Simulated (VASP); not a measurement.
# InSb (rocksalt type) in VASP: notebook

Runs on InSb (rocksalt type). Level: PBE. Tasks: single point, relaxation of cell and atoms.

All numbers are computed with VASP 6.6.1; they aren't measurements. Logs are shortened: lines on timing, memory, paths and dates and some standing lists are left out, and cuts for length are marked.

## (1) The cell of the first run

The structure is tetragonal, space group I4mm (No. 107). The conventional cell has a = 4.349 Å, b = 4.349 Å, c = 6.150 Å, α = 90.00°, β = 90.00°, γ = 90.00°. In (site symmetry 4mm) has 6 Sb at 3.03 to 3.13 Å within 4.0 Å. Sb (site symmetry 4mm) has 6 In at 3.03 to 3.13 Å within 4.0 Å.

## (2) Single point, PBE (atom 1 (In) moved by [0.0, 0.0, 0.05] A)

The input, INCAR:

```
SYSTEM = InSb
PREC = Accurate ; ENCUT = 520
EDIFF = 1E-6 ; ISMEAR = -1
SIGMA = 0.08 ; LREAL = .FALSE.
LASPH = .TRUE. ; NELM = 100
ALGO = Normal ; ISIF = 2
LWAVE = .FALSE. ; LCHARG = .TRUE.
GGA = PE ; LELF = .TRUE.
LVHAR = .TRUE. ; NBANDS = 16
```

The input, KPOINTS:

```
regular mesh
0
G
  12 12 12
  0 0 0
```

The input, POSCAR:

```
InSb
1.0
    0.0000000000      3.0751755306      3.0751755306
    3.0751755306      0.0000000000      3.0751755306
    3.0751755306      3.0751755306      0.0000000000
In Sb
1 1
Direct
    0.0081296172      0.0081296172     -0.0081296172
    0.5000000000      0.5000000000      0.5000000000
```

Potentials or basis: VASP PAW PBE potentials, release 64 (In_d, Sb).

Run with:

```console
> cat potpaw_PBE.64/In_d/POTCAR potpaw_PBE.64/Sb/POTCAR > POTCAR
> mpirun -np 1 vasp_std > vasp.out
```

OUTCAR:

```text
SYSTEM = InSb
   PREC = Accurate
   ENCUT = 520
   EDIFF = 1E-6
   ISMEAR = -1
   LREAL = .FALSE.
   LASPH = .TRUE.
   NELM = 100
   ISIF = 2
   GGA = PE

 ion  position               nearest neighbor table
   1  0.008  0.008  0.992-   2 3.03   2 3.08   2 3.08   2 3.08   2 3.08   2 3.13
   2  0.500  0.500  0.500-   1 3.03   1 3.08   1 3.08   1 3.08   1 3.08   1 3.13

  LATTYP: Found a face centered cubic cell.
 ALAT       =     6.1503510612

  Lattice vectors:

 A1 = (   0.0000000000,   3.0751755306,   3.0751755306)
 A2 = (   3.0751755306,   0.0000000000,   3.0751755306)
 A3 = (   3.0751755306,   3.0751755306,   0.0000000000)

Analysis of symmetry for initial positions (statically):
=====================================================================
 Subroutine PRICEL returns:
 Original cell was already a primitive cell.

 Routine SETGRP: Setting up the symmetry group for a
 face centered cubic supercell.

 Subroutine GETGRP returns: Found  8 space group operations
 (whereof  8 operations were pure point group operations)
 out of a pool of 48 trial point group operations.

The static configuration has the point symmetry C_4v.

Analysis of symmetry for dynamics (positions and initial velocities):
=====================================================================
 Subroutine PRICEL returns:
 Original cell was already a primitive cell.

 Routine SETGRP: Setting up the symmetry group for a
 face centered cubic supercell.

 Subroutine GETGRP returns: Found  8 space group operations
 (whereof  8 operations were pure point group operations)
 out of a pool of 48 trial point group operations.

The dynamic configuration has the point symmetry C_4v.

 Subroutine INISYM returns: Found  8 space group operations
 (whereof  8 operations are pure point group operations),
 and found     1 'primitive' translations

----------------------------------------------------------------------------------------

                                     Primitive cell

  volume of cell :      58.1621

  direct lattice vectors                    reciprocal lattice vectors
     0.000000000  3.075175531  3.075175531    -0.162592345  0.162592345  0.162592345
     3.075175531  0.000000000  3.075175531     0.162592345 -0.162592345  0.162592345
     3.075175531  3.075175531  0.000000000     0.162592345  0.162592345 -0.162592345

  length of vectors
     4.348954942  4.348954942  4.348954942     0.281618202  0.281618202  0.281618202

[... 79 lines left out ...]
   NELM   =    100;   NELMIN=  2; NELMDL= -5     # of ELM steps
   EDIFF  = 0.1E-05   stopping-criterion for ELM
   LREAL  =      F    real-space projection
   EDIFFG = 0.1E-04   stopping-criterion for IOM
   NSW    =      0    number of steps for IOM
   IBRION =     -1    ionic relax: 0-MD 1-quasi-New 2-CG
   NFREE  =      0    steps in history (QN), initial steepest desc. (CG)
   ISIF   =      2    stress and relaxation
   ISYM   =      2    0-nonsym 1-usesym 2-fastsym
   POTIM  = 0.5000    time-step for ionic-motion
   TEBEG  =    0.0;   TEEND  =   0.0 temperature during run
   PSTRESS=    0.0 pullay stress
   NELECT =      18.0000    total number of electrons
   NUPDOWN=      -1.0000    fix difference up-down
   EMIN   =  10.00;   EMAX   =-10.00  energy-range for DOS
   EFERMI =   0.00;   METHOD = LEGACY
   ISMEAR =    -1;   SIGMA  =   0.08  broadening in eV -4-tet -1-fermi 0-gaus
   EFERMI_NEDOS =   21; number of points for ismear=-14 and -15
   IALGO  =     38    algorithm
   IMIX   =      4    mixing-type and parameters
     AMIX     =   0.40;   BMIX     =  1.00
     AMIX_MAG =   1.60;   BMIX_MAG =  1.00
  volume/ion in A,a.u.               =      29.08       196.25
  Fermi-wavevector in a.u.,A,eV,Ry     =   1.107352  2.092592 16.683856  1.226229
  Thomas-Fermi vector in A             =   2.243865
   LORBIT       =      0    0 simple, 1 ext, 2 COOP (PROOUT), +10 PAW based schemes
   GGA     = PE    functional components
   LHFCALC =     F    Hartree Fock is set to
   AEXX    =    0.0000 exact exchange contribution
   IVDW    =     0    specifies the selected vdW correction
   LEPSILON=     F    determine dielectric tensor
   LRPA    =     F    only Hartree local field effects (RPA)
 non-spin polarized calculation
  energy-cutoff  :      520.00
  volume of cell :       58.16
 maximum number of plane-waves:      1592
   NGX = 17   NGY = 17   NGZ = 17

 number of electron      17.9999995 magnetization

 Free energy of the ion-electron system (eV)
  ---------------------------------------------------
  ext. energy  EPLUGINS =         0.00000000
  ---------------------------------------------------
  free energy    TOTEN  =        -6.67455220 eV

  energy without entropy =       -6.64716311  energy(sigma->0) =       -6.66085765

 E-fermi :   6.5456     XC(G=0):  -9.7010

 val. band max:        6.5311109447   @ k =   0.0833   0.0000   0.0000
 cond. band min:       6.5570526903   @ k =   0.1667   0.0000   0.0000
 fundamental gap:      0.0259417456
 Fermi energy:         6.5456264944

 k-point     1 :       0.0000    0.0000    0.0000
  band No.  band energies     occupation
      1      -7.8474      2.00000
      2      -7.8464      2.00000
      3      -7.8184      2.00000
      4      -7.8184      2.00000
      5      -7.8181      2.00000
      6      -4.3228      2.00000
[... 433 lines left out ...]
      3      -7.8183      2.00000
      4      -7.8046      2.00000
      5      -7.8011      2.00000
      6      -3.4824      2.00000
[... 8 lines left out ...]
     15      13.8634      0.00000
     16      15.4756      0.00000

 [... further k-points ...]

------------------------ aborting loop because EDIFF is reached ----------------------------------------

  FORCE on cell =-STRESS in cart. coord.  units (eV):
  Direction    XX          YY          ZZ          XY          YZ          ZX
  --------------------------------------------------------------------------------------
  -------------------------------------------------------------------------------------
  Total       -0.0241578     -0.0241578      0.0383585      0.0000000      0.0000000      0.0000000
  in kB       -0.6654699     -0.6654699      1.0566528      0.0000000      0.0000000      0.0000000
  external PRESSURE =      -0.0914290 kB  Pullay stress =       0.0000000 kB

 VOLUME and BASIS-vectors are now :
 -----------------------------------------------------------------------------
  energy-cutoff  :      520.00
  volume of cell :       58.16
      direct lattice vectors                 reciprocal lattice vectors
     0.000000000  3.075175531  3.075175531    -0.162592345  0.162592345  0.162592345
     3.075175531  0.000000000  3.075175531     0.162592345 -0.162592345  0.162592345
     3.075175531  3.075175531  0.000000000     0.162592345  0.162592345 -0.162592345

 POSITION                                       TOTAL-FORCE (eV/Angst)
 -----------------------------------------------------------------------------------
      3.07518      3.07518      0.05000         0.000000      0.000000     -0.102447
      3.07518      3.07518      3.07518         0.000000      0.000000      0.102447
 -----------------------------------------------------------------------------------
    total drift:                                0.000000      0.000000      0.000042

  FREE ENERGIE OF THE ION-ELECTRON SYSTEM (eV)
  ---------------------------------------------------
  free  energy   TOTEN  =        -6.6745521951 eV

  energy  without entropy=       -6.6471631106  energy(sigma->0) =       -6.66085765
```

OSZICAR:

```text
N       E                     dE             d eps       ncg     rms          rms(c)
DAV:   1     0.111019738761E+03    0.11102E+03   -0.79664E+03  5216   0.117E+03
DAV:   2     0.385174307962E-02   -0.11102E+03   -0.10758E+03  5896   0.291E+02
DAV:   3    -0.654831141533E+01   -0.65522E+01   -0.65052E+01  6776   0.700E+01
DAV:   4    -0.671755188748E+01   -0.16924E+00   -0.16920E+00  6408   0.122E+01
DAV:   5    -0.672581708199E+01   -0.82652E-02   -0.82651E-02  7776   0.226E+00    0.318E+00
DAV:   6    -0.667525461937E+01    0.50562E-01   -0.10567E-01  6960   0.517E+00    0.178E+00
DAV:   7    -0.667407770564E+01    0.11769E-02   -0.25777E-02  7584   0.185E+00    0.514E-01
DAV:   8    -0.667445254668E+01   -0.37484E-03   -0.26046E-03  6552   0.643E-01    0.123E-01
DAV:   9    -0.667454971599E+01   -0.97169E-04   -0.19570E-04  7232   0.145E-01    0.511E-02
DAV:  10    -0.667454949446E+01    0.22153E-06   -0.10378E-05  6872   0.265E-02    0.165E-02
DAV:  11    -0.667455185830E+01   -0.23638E-05   -0.45274E-06  6504   0.200E-02    0.982E-03
DAV:  12    -0.667455219511E+01   -0.33681E-06   -0.11986E-07  3904   0.276E-03
   1 F= -.66745522E+01 E0= -.66608577E+01  d E =-.273891E-01
```

stdout:

```text
POSCAR found type information on POSCAR InSb
 POSCAR found :  2 types and       2 ions
 scaLAPACK will be used
 LDA part: xc-table for (Slater+PW92), standard interpolation
 POSCAR, INCAR and KPOINTS ok, starting setup
 FFT: planning ... GRIDC
 FFT: planning ... GRID_SOFT
 FFT: planning ... GRID
 WAVECAR not read
 entering main loop
```

Run time: 2.7 min. Hardware: 1 thread of AMD EPYC 9R45, shared host; peak memory 0.27 GiB.

Results:

- Free energy: -6.6746 eV
- Pressure: 0.0 GPa
- Largest force: 0.102 eV/Å
- Band gap on the k mesh: zero (band 9 reaches 7.14 eV, above the bottom of band 10 at 4.48 eV)

Forces in eV/Å, atoms in the order of the input:
```
In   0.000  0.000 -0.102
Sb   0.000  0.000  0.102
```

Stress tensor (GPa, compression positive):
```
-0.07  0.00  0.00
 0.00 -0.07  0.00
 0.00  0.00  0.11
```

Levels at points of the mesh, in eV from the Fermi level:
| k point | band 5 | band 6 | band 7 | band 8 | band 9 | band 10 | band 11 | band 12 | band 13 | band 14 |
| --- | --- | --- | --- | --- | --- | --- | --- | --- | --- | --- |
| (0.00, 0.00, 0.00) | -14.36 | -10.87 | -0.51 | -0.03 | -0.02 | -0.02 | 5.95 | 5.95 | 6.04 | 6.18 |
| (0.50, 0.00, 0.00) | -14.34 | -9.11 | -6.33 | 0.34 | 0.35 | 2.19 | 2.49 | 2.50 | 3.22 | 9.94 |
| (0.50, 0.50, 0.00) | -14.32 | -8.43 | -4.37 | -3.30 | -2.07 | -2.07 | 3.27 | 8.19 | 8.19 | 10.03 |
| (0.00, 0.50, 0.50) | -14.32 | -8.44 | -4.34 | -3.33 | -2.06 | -2.06 | 3.27 | 8.20 | 8.20 | 10.03 |

Caveat: the cell differs from its parent crystal (atom 1 (In) moved by [0.0, 0.0, 0.05] A); spin-orbit coupling is left out, which moves the levels of the heavy elements.

(Continued in part 2 of 2.)
